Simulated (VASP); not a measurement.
Here is a VASP 6.6.1 calculation.

The input INCAR:

```
SYSTEM = AlB2N3
  ALGO = Normal
  EDIFF = 1E-6
  EDIFFG = -0.01
  ENCUT = 600
  GGA = PE
  IBRION = 2
  ISIF = 3
  ISMEAR = 0
  LASPH = .True.
  LCHARG = .False.
  LREAL = .False.
  LWAVE = .False.
  NELM = 60
  NSW = 100
  PREC = Accurate
  SIGMA = 0.02
```

The input KPOINTS:

```
k-points
0
Gamma
  12 12 4
  0 0 0
```

The input POSCAR:

```
AlB2N3
1.0
    2.6234101758      0.0000000000      0.0000000000
   -1.3117050879      2.2719398568      0.0000000000
    0.0000000000      0.0000000000      6.4404144009
Al B N
1 2 3
Direct
    0.0000000000      0.0000000000      0.0000000000
    0.3333333333      0.6666666667      0.6597883566
    0.6666666667      0.3333333333      0.3402116434
    0.6666666667      0.3333333333      0.8087914423
    0.3333333333      0.6666666667      0.1912085577
    0.0000000000      0.0000000000      0.5000000000
```

Potentials or basis: VASP PAW PBE potentials, release 64 (Al, B, N).

Launch:

```bash
$ cat potpaw_PBE.64/Al/POTCAR potpaw_PBE.64/B/POTCAR potpaw_PBE.64/N/POTCAR > POTCAR
$ mpirun -np 1 vasp_std > vasp.out
```

Q: What does it give for the relaxed cell?

A: a = 2.622 Å, b = 2.622 Å, c = 6.439 Å, α = 90.00°, β = 90.00°, γ = 120.00°.

Q: Estimate the band gap on the k mesh.

A: 1.71 eV, indirect (least direct gap 2.81 eV).

Q: What does it give for the relaxed volume?

A: 6.39 Å³/atom.

Q: Predict the space group after relaxing (to 0.05 Å).

A: P-3m1 (No. 164).

Final structure:
```cif
data_structure
_symmetry_space_group_name_H-M 'P 1'
_symmetry_Int_Tables_number 1
_cell_length_a 2.6223
_cell_length_b 2.6223
_cell_length_c 6.4394
_cell_angle_alpha 90.000
_cell_angle_beta 90.000
_cell_angle_gamma 120.000
_cell_volume 38.35
loop_
_atom_site_label
_atom_site_type_symbol
_atom_site_fract_x
_atom_site_fract_y
_atom_site_fract_z
_atom_site_occupancy
Al1 Al 0.00000 0.00000 0.00000 1
B1 B 0.33333 0.66667 0.65987 1
B2 B 0.66667 0.33333 0.34013 1
N1 N 0.66667 0.33333 0.80877 1
N2 N 0.33333 0.66667 0.19123 1
N3 N 0.00000 0.00000 0.50000 1
```

A k mesh can miss the band edges.
